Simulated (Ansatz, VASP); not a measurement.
# Two plane-wave programs on V

```
V
1.0
    -1.49177    1.49177    1.49177
     1.49177   -1.49177    1.49177
     1.49177    1.49177   -1.49177
V
1
Direct
  0.00000 0.00000 0.00000
```

Alike in both runs: task single point; functional r2SCAN; k mesh 15 × 15 × 15; occupations methfessel-paxton of order 1, width 0.6 eV; no spin polarisation.

|  | VASP | Ansatz |
| --- | --- | --- |
| version | VASP 6.6.1 | Ansatz 0.2.0 |
| potentials or method | VASP PAW PBE potentials, release 64 (V_sv), cutoff 520 eV | plane waves (500 eV) with PAW, scalar-relativistic |
| valence electrons in the cell | 13 | 13 |

|  | VASP | Ansatz | Ansatz less VASP |
| --- | --- | --- | --- |
| pressure (GPa) | 0.5 | -0.2 | -0.71 |

VASP's potentials were made for PBE, not for r2SCAN.
